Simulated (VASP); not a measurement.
Set up this calculation in VASP 6.6.1, as the native input.

- Task: single point
- Functional: PBEsol
- Potentials or basis: VASP PAW PBE potentials, release 64 (Pt)
- Cutoff: 520 eV
- k mesh: 12 × 12 × 12
- Occupations: fermi-dirac, width 0.05 eV
- Spin: non-collinear spin, zero start, spin-orbit coupling
- Starting moments: [[0.0, 0.0, 0.0]] μB
- Dipole correction: no
- Further INCAR settings: ALGO = Normal; EDIFF = 1e-06; NBANDS = 21

The structure of Pt lies in POSCAR:

```
Pt
1.0
   -1.5842200000      1.5842200000      1.5842200000
    1.5842200000     -1.5842200000      1.5842200000
    1.5842200000      1.5842200000     -1.5842200000
Pt
1
Direct
    0.0000000000      0.0000000000      0.0000000000
```

These files were run (other wordings do the same):

INCAR

```
ALGO     = Normal         # electronic algorithm
EDIFF    = 1E-6           # SCF threshold, eV
ENCUT    = 520            # plane-wave cutoff, eV
GGA      = PS             # functional
GGA_COMPAT= F            
ISIF     = 2              # what is computed and relaxed
ISMEAR   = -1             # smearing method
LASPH    = T              # aspherical terms in the spheres
LCHARG   = F              # write CHGCAR
LMAXMIX  = 4              # l up to which the mixer works
LORBIT   = 11             # projections on sites
LORBMOM  = T            
LREAL    = F              # projectors in reciprocal space
LSORBIT  = T              # spin-orbit coupling
LWAVE    = F              # write WAVECAR
MAGMOM   = 0 0 0          # initial moments
NBANDS   = 21             # bands
NELM     = 150            # most SCF steps
PREC     = Accurate       # precision mode
SIGMA    = 0.05           # smearing width, eV
```

KPOINTS

```
k-points
0
Gamma
  12 12 12
```

Potentials or basis: VASP PAW PBE potentials, release 64 (Pt).

Run with:

```console
$ cat potpaw_PBE.64/Pt/POTCAR > POTCAR
$ mpirun -np 1 vasp_ncl > vasp.out
```

Results of the run:

The pressure is -10.9 GPa. The net moment is 0.00 μB per cell. The valence electrons inside the program's atomic spheres are Pt 9.17.

Caveat: the PAW data sets were made with another functional, which shifts forces and pressure a little.

It took 17 s on 1 thread of Intel(R) Xeon(R) 6975P-C (Granite Rapids), on a shared host, peak memory 0.18 GiB.
